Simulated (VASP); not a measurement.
## BeB: single point with PBE

Crystal: BeB.

```
Be B
1.0
     3.11844    0.00000    0.00000
    -1.55922    2.70065    0.00000
     0.00000    0.00000    1.82779
Be B
1 1
Direct
  0.33333 0.66667 0.50000
  0.66667 0.33333 0.00000
```

```yaml
Program: VASP 6.6.1
Task: single point
Functional: PBE
Potentials_or_basis: VASP PAW PBE potentials, release 64 (Be, B)
Cutoff: 520 eV
k_mesh: 24 × 24 × 30
Occupations: gaussian, width 0.1 eV
Spin: no spin polarisation
Dipole_correction: no
k_mesh_for_the_DOS: 36 × 36 × 45
Occupations_for_the_DOS: tetrahedron
Further_INCAR_settings: ALGO = Normal; EDIFF = 1e-07
```

| Quantity | Value |
| --- | --- |
| Valence electrons inside the program's atomic spheres | Be 1.43; B 1.85 |

Levels at points of the mesh, in eV from the Fermi level:
```csv
k point,band 1,band 2,band 3,band 4,band 5,band 6
"(0.00, 0.00, 0.00)",-12.59,-0.43,-0.43,6.35,6.35,7.72
"(0.50, 0.00, 0.00)",-9.94,-7.20,-2.78,4.81,15.20,15.94
```

Wall time 3.5 min on 1 thread of Intel Xeon 8259CL, with other jobs on the host, peak memory 0.48 GiB.
